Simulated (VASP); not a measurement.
# Ga2O3 (P-1) in VASP: single point with PBE

Aim: the single point of Ga2O3 with PBE.

Program: VASP 6.6.1. These are calculated values, not measurements. Logs are shortened: lines on timing, memory, paths and dates and some standing lists are left out, and cuts for length are marked.

### 1 The cell of the first run

The typed cell holds 20 atoms: a = 5.878 Å, b = 3.084 Å, c = 12.191 Å, α = 94.35°, β = 95.48°, γ = 90.00°.

### 2 Single point, PBE (the part above a cut slid along it)

File INCAR:

```
  ALGO = Fast
  EDIFF = 1E-7
  ENCUT = 520
  GGA = PE
  ISIF = 2
  ISMEAR = 0
  LASPH = True
  LCHARG = True
  LELF = True
  LREAL = Auto
  LVHAR = True
  LWAVE = False
  NBANDS = 104
  NELM = 100
  PREC = Accurate
  SIGMA = 0.05
```

File KPOINTS:

```
k-points
0
Gamma
  5 9 3
```

File POSCAR:

```
Ga2O3
1.0
    1.4027234631      0.0000000000     -5.7076941965
    0.0000000000      3.0835130475      0.0000000000
   11.4729546772     -0.9250539142      4.0183708138
Ga O
8 12
Direct
    0.0432160831      0.2519740301      0.8399134337
    0.6932160831      0.6019740301      0.3399134337
    0.5067839169      0.1980259699      0.6600865663
    0.1567839169      0.5480259699      0.1600865663
    0.2217526167      0.1225502190      0.4085007299
    0.5717526167      0.7725502190      0.9085007299
    0.6282473833      0.0274497810      0.0914992701
   -0.0217526167      0.6774497810      0.5914992701
   -0.2197641970      0.2740465135      0.9134883783
    0.4302358030      0.6240465135      0.4134883783
    0.7697641970      0.1759534865      0.5865116217
    0.4197641970      0.5259534865      0.0865116217
    0.3322314854      0.2771103938      0.9237013128
   -0.0177685146      0.6271103938      0.4237013128
    0.2177685146      0.1728896062      0.5762986872
    0.8677685146      0.5228896062      0.0762986872
    0.1655323377      0.0738058709      0.2460195696
    0.5155323377      0.7238058709      0.7460195696
    0.6844676623      0.0761941291      0.2539804304
    0.0344676623      0.7261941291      0.7539804304
```

Potentials or basis: VASP PAW PBE potentials, release 64 (Ga_d, O).

Started as:

```bash
> cat potpaw_PBE.64/Ga_d/POTCAR potpaw_PBE.64/O/POTCAR > POTCAR
> mpirun -np 1 vasp_std > vasp.out
```

OUTCAR:

```text
EDIFF = 1E-7
   ENCUT = 520
   GGA = PE
   ISIF = 2
   ISMEAR = 0
   LASPH = True
   LREAL = Auto
   NELM = 100
   PREC = Accurate

 ion  position               nearest neighbor table
   1  0.043  0.252  0.840-   9 1.86  20 1.86  20 1.86  13 1.90
   2  0.693  0.602  0.340-  10 1.86  19 1.86  19 1.86  14 1.90
   3  0.507  0.198  0.660-  11 1.86  18 1.86  18 1.86  15 1.90
   4  0.157  0.548  0.160-  12 1.86  17 1.86  17 1.86  16 1.90
   5  0.222  0.123  0.409-  10 1.97  10 1.97  17 1.97  15 2.04  14 2.11  14 2.11
   6  0.572  0.773  0.909-   9 1.97   9 1.97  18 1.97  13 2.11  13 2.11   7 2.30
   7  0.628  0.027  0.091-  12 1.97  12 1.97  19 1.97  16 2.11  16 2.11   6 2.30
   8  0.978  0.677  0.591-  11 1.97  11 1.97  20 1.97  14 2.04  15 2.11  15 2.11
   9  0.780  0.274  0.913-   1 1.86   6 1.97   6 1.97
  10  0.430  0.624  0.413-   2 1.86   5 1.97   5 1.97
  11  0.770  0.176  0.587-   3 1.86   8 1.97   8 1.97
  12  0.420  0.526  0.087-   4 1.86   7 1.97   7 1.97
  13  0.332  0.277  0.924-   1 1.90   6 2.11   6 2.11
  14  0.982  0.627  0.424-   2 1.90   8 2.04   5 2.11   5 2.11
  15  0.218  0.173  0.576-   3 1.90   5 2.04   8 2.11   8 2.11
  16  0.868  0.523  0.076-   4 1.90   7 2.11   7 2.11
  17  0.166  0.074  0.246-   4 1.86   4 1.86   5 1.97
  18  0.516  0.724  0.746-   3 1.86   3 1.86   6 1.97
  19  0.684  0.076  0.254-   2 1.86   2 1.86   7 1.97
  20  0.034  0.726  0.754-   1 1.86   1 1.86   8 1.97

  LATTYP: Found a triclinic cell.
 ALAT       =    19.0689331826
 B/A-ratio  =     0.3480676086
 C/A-ratio  =     0.6474643540
 COS(alpha) =     0.0022772340
 COS(beta)  =     0.6207799322
 COS(gamma) =     0.7727330350

  Lattice vectors:

 A1 = (  -8.6675077510,   7.0920800092, -15.4337592068)
 A2 = (   1.4027234631,   3.0835130475,  -5.7076941965)
 A3 = ( -11.4729546772,  -2.1584591333,  -4.0183708138)

Analysis of symmetry for initial positions (statically):
=====================================================================
 Subroutine PRICEL returns:
 Original cell was already a primitive cell.

 Routine SETGRP: Setting up the symmetry group for a
 triclinic supercell.

 Subroutine GETGRP returns: Found  2 space group operations
 (whereof  1 operations were pure point group operations)
 out of a pool of  2 trial point group operations.

The static configuration has the point symmetry C_1 .
 The point group associated with its full space group is S_2 .

Analysis of symmetry for dynamics (positions and initial velocities):
=====================================================================
 Subroutine PRICEL returns:
 Original cell was already a primitive cell.

 Routine SETGRP: Setting up the symmetry group for a
 triclinic supercell.

 Subroutine GETGRP returns: Found  2 space group operations
 (whereof  1 operations were pure point group operations)
 out of a pool of  2 trial point group operations.

The dynamic configuration has the point symmetry C_1 .
 The point group associated with its full space group is S_2 .

 Subroutine INISYM returns: Found  2 space group operations
 (whereof  1 operations are pure point group operations),
 and found     1 'primitive' translations

----------------------------------------------------------------------------------------

                                     Primitive cell

  volume of cell :     219.3019

  direct lattice vectors                    reciprocal lattice vectors
     1.402723463  0.000000000 -5.707694197     0.056500657  0.000000000 -0.161316491
     0.000000000  3.083513047  0.000000000     0.024076061  0.324305422  0.005916935
    11.472954677 -0.925053914  4.018370814     0.080253538  0.000000000  0.019723117

  length of vectors
     5.877534020  3.083513047 12.191460854     0.170924939  0.325251708  0.082641586

  position of ions in fractional coordinates (direct lattice)
     0.043216083  0.251974030  0.839913434
     0.693216083  0.601974030  0.339913434
     0.506783917  0.198025970  0.660086566
     0.156783917  0.548025970  0.160086566
     0.221752617  0.122550219  0.408500730
     0.571752617  0.772550219  0.908500730
[... 12 lines left out ...]
     0.684467662  0.076194129  0.253980430
     0.034467662  0.726194129  0.753980430

  ion indices of the primitive-cell ions
   primitive index   ion index
                 1           1
                 2           2
                 3           3
                 4           4
                 5           5
                 6           6
[... 12 lines left out ...]
                19          19
                20          20

----------------------------------------------------------------------------------------

 KPOINTS: k-points

Automatic generation of k-mesh.
 Grid dimensions read from file:
 generate k-points for:    5    9    3

 Generating k-lattice:

  Cartesian coordinates                     Fractional coordinates (reciprocal lattice)
     0.011300131  0.000000000 -0.032263298     0.200000000  0.000000000  0.000000000
     0.002675118  0.036033936  0.000657437     0.000000000  0.111111111  0.000000000
     0.026751179  0.000000000  0.006574372     0.000000000  0.000000000  0.333333333

  Length of vectors
     0.034184988  0.036139079  0.027547195

  Shift w.r.t. Gamma in fractional coordinates (k-lattice)
     0.000000000  0.000000000  0.000000000

 Subroutine IBZKPT returns following result:
 ===========================================

 Found     68 irreducible k-points:

 Following reciprocal coordinates:
            Coordinates               Weight
  0.000000  0.000000  0.000000      1.000000
  0.200000  0.000000  0.000000      2.000000
  0.400000  0.000000  0.000000      2.000000
 -0.000000  0.111111  0.000000      2.000000
  0.200000  0.111111  0.000000      2.000000
  0.400000  0.111111 -0.000000      2.000000
[... 16 lines left out ...]
 -0.200000  0.444444 -0.000000      2.000000
  0.000000  0.000000  0.333333      2.000000
 [... further k-points ...]
   k-points           NKPTS =     68   k-points in BZ     NKDIM =     68   number of bands    NBANDS=    104
   number of dos      NEDOS =    301   number of ions     NIONS =     20
   total plane-waves  NPLWV = 110592
   dimension x,y,z NGX =    48 NGY =   24 NGZ =   96
   dimension x,y,z NGXF=    96 NGYF=   48 NGZF=  192
   ions per type =               8  12
   NGX,Y,Z   is equivalent  to a cutoff of  13.58, 12.94, 13.09 a.u.
   NGXF,Y,Z  is equivalent  to a cutoff of  27.15, 25.88, 26.18 a.u.
 SYSTEM =  unknown system
   PREC   = accura    normal or accurate (medium, high low for compatibility)
   ISTART =      0    job   : 0-new  1-cont  2-samecut
   ICHARG =      2    charge: 1-file 2-atom 10-const
   ISPIN  =      1    spin polarized calculation?
   LNONCOLLINEAR =      F non collinear calculations
   LSORBIT =      F    spin-orbit coupling
   LASPH  =      T    aspherical Exc in radial PAW
   ENCUT  =  520.0 eV  38.22 Ry    6.18 a.u.  10.93  5.73 22.67*2*pi/ulx,y,z
   NELM   =    100;   NELMIN=  2; NELMDL= -5     # of ELM steps
   EDIFF  = 0.1E-06   stopping-criterion for ELM
   LREAL  =      T    real-space projection
   EDIFFG = 0.1E-05   stopping-criterion for IOM
   NSW    =      0    number of steps for IOM
   IBRION =     -1    ionic relax: 0-MD 1-quasi-New 2-CG
   NFREE  =      0    steps in history (QN), initial steepest desc. (CG)
   ISIF   =      2    stress and relaxation
   ISYM   =      2    0-nonsym 1-usesym 2-fastsym
   POTIM  = 0.5000    time-step for ionic-motion
   TEBEG  =    0.0;   TEEND  =   0.0 temperature during run
   PSTRESS=    0.0 pullay stress
   NELECT =     176.0000    total number of electrons
   NUPDOWN=      -1.0000    fix difference up-down
   EMIN   =  10.00;   EMAX   =-10.00  energy-range for DOS
   EFERMI =   0.00;   METHOD = LEGACY
   ISMEAR =     0;   SIGMA  =   0.05  broadening in eV -4-tet -1-fermi 0-gaus
   EFERMI_NEDOS =   21; number of points for ismear=-14 and -15
   IALGO  =     68    algorithm
   IMIX   =      4    mixing-type and parameters
     AMIX     =   0.40;   BMIX     =  1.00
     AMIX_MAG =   1.60;   BMIX_MAG =  1.00
  volume/ion in A,a.u.               =      10.97        74.00
  Fermi-wavevector in a.u.,A,eV,Ry     =   1.521359  2.874951 31.491123  2.314532
  Thomas-Fermi vector in A             =   2.630085
   LORBIT       =      0    0 simple, 1 ext, 2 COOP (PROOUT), +10 PAW based schemes
   GGA     = PE    functional components
   LHFCALC =     F    Hartree Fock is set to
   AEXX    =    0.0000 exact exchange contribution
   IVDW    =     0    specifies the selected vdW correction
   LEPSILON=     F    determine dielectric tensor
   LRPA    =     F    only Hartree local field effects (RPA)
 non-spin polarized calculation
 RMM-DIIS sequential band-by-band and
 Gauss-broadening in eV      SIGMA  =   0.05
  energy-cutoff  :      520.00
  volume of cell :      219.30
 maximum number of plane-waves:      5928
 NGX is ok and might be reduce to    48
   NGX = 21   NGY = 11   NGZ = 45

 number of electron     175.9999980 magnetization

 Free energy of the ion-electron system (eV)
  ---------------------------------------------------
  ext. energy  EPLUGINS =         0.00000000
  ---------------------------------------------------
  free energy    TOTEN  =      -114.11241887 eV

  energy without entropy =     -114.10950863  energy(sigma->0) =     -114.11096375

 E-fermi :   4.6054     XC(G=0): -11.3681

 val. band max:        4.5645788805   @ k =   0.4000   0.1111   0.3333
 cond. band min:       4.7904892348   @ k =   0.2000   0.0000   0.0000
 fundamental gap:      0.2259103542
 Fermi energy:         4.6053993533

 k-point     1 :       0.0000    0.0000    0.0000
  band No.  band energies     occupation
      1     -15.3074      2.00000
      2     -14.8911      2.00000
      3     -14.7393      2.00000
      4     -14.3287      2.00000
      5     -14.0862      2.00000
      6     -14.0583      2.00000
[... 92 lines left out ...]
     99      11.4169      0.00000
    100      11.4595      0.00000

 k-point     2 :       0.2000    0.0000    0.0000
  band No.  band energies     occupation
      1     -15.2570      2.00000
      2     -14.8568      2.00000
      3     -14.7047      2.00000
      4     -14.3583      2.00000
      5     -14.1222      2.00000
      6     -14.0979      2.00000
[... 2358 lines left out ...]
     99      11.2695      0.00000
    100      11.6364      0.00000

 [... further k-points ...]

 [bands above 100 left out]

------------------------ aborting loop because EDIFF is reached ----------------------------------------

  FORCE on cell =-STRESS in cart. coord.  units (eV):
  Direction    XX          YY          ZZ          XY          YZ          ZX
  --------------------------------------------------------------------------------------
  -------------------------------------------------------------------------------------
  Total       22.8037698     -0.1377343     -3.8696437      8.7392421      0.8280041      4.2242299
  in kB      166.5999744     -1.0062601    -28.2708753     63.8472292      6.0492393     30.8614145
  external PRESSURE =      45.7742797 kB  Pullay stress =       0.0000000 kB

 VOLUME and BASIS-vectors are now :
 -----------------------------------------------------------------------------
  energy-cutoff  :      520.00
  volume of cell :      219.30
      direct lattice vectors                 reciprocal lattice vectors
     1.402723463  0.000000000 -5.707694197     0.056500657  0.000000000 -0.161316491
     0.000000000  3.083513047  0.000000000     0.024076061  0.324305422  0.005916935
    11.472954677 -0.925053914  4.018370814     0.080253538  0.000000000  0.019723117

 POSITION                                       TOTAL-FORCE (eV/Angst)
 -----------------------------------------------------------------------------------
      9.69691      0.00000      3.12842        -0.027032     -0.120904     -1.102680
      4.87220      1.54176     -2.59077        -0.053722     -0.003585     -0.045477
      8.28402      0.00000     -0.24010         0.053722      0.003585      0.045477
      2.05659      1.54176     -0.25159         0.027032      0.120904      1.102680
      4.99777      0.00000      0.37581         0.059621      0.003607     -0.010666
     11.22520      1.54176      0.38730        -4.854114     -1.003805      0.450221
[... 12 lines left out ...]
      3.87402     -0.00000     -2.88614        -0.040931      0.059211      0.139954
      8.69873      1.54176      2.83304        -0.007194     -0.087107      0.253689
 -----------------------------------------------------------------------------------
    total drift:                                0.000147      0.000102     -0.000021

  FREE ENERGIE OF THE ION-ELECTRON SYSTEM (eV)
  ---------------------------------------------------
  free  energy   TOTEN  =      -114.1124188656 eV

  energy  without entropy=     -114.1095086280  energy(sigma->0) =     -114.11096375
```

It took 86 min on 1 thread of Oxide Virtual Turin-like, shared host; peak memory 0.92 GiB.

Results:

| Item | Value |
| --- | --- |
| Free energy | -114.1124 eV |
| Pressure | 4.6 GPa |
| Largest force | 4.977 eV/Å |
| Band gap on the k mesh | zero (bands 88 and 89 overlap by 0.04 eV) |

Forces in eV/Å, atoms in the order of the input:
```
Ga  -0.027 -0.121 -1.103
Ga  -0.054 -0.004 -0.045
Ga   0.054  0.004  0.045
Ga   0.027  0.121  1.103
Ga   0.060  0.004 -0.011
Ga  -4.854 -1.004  0.450
Ga   4.854  1.004 -0.450
Ga  -0.060 -0.004  0.011
O   -2.923 -1.270  0.491
O    0.021  0.009  0.014
O   -0.021 -0.009 -0.014
O    2.923  1.270 -0.491
O   -2.875 -1.257 -0.921
O   -0.020  0.006 -0.022
O    0.020 -0.006  0.022
O    2.875  1.257  0.921
O    0.007  0.087 -0.254
O    0.041 -0.059 -0.140
O   -0.041  0.059  0.140
O   -0.007 -0.087  0.254
```

Levels at points of the mesh, in eV from the Fermi level:
```csv
k point,band 85,band 86,band 87,band 88,band 89,band 90,band 91,band 92
"(0.00, 0.00, 0.00)",-1.18,-1.18,-0.46,-0.45,-0.08,2.11,2.94,4.31
```

Caveat: the cell differs from its parent crystal (the part above a cut slid along it); the stress differs along the axes, from -3 to 17 GPa; semilocal functionals underestimate gaps, and a narrow one can read as zero; forces of over 1 eV/Å act on the atoms, so gaps and moduli don't describe the material at rest.

The gap in the log of VASP goes by the Fermi energy; the results here count the filled bands.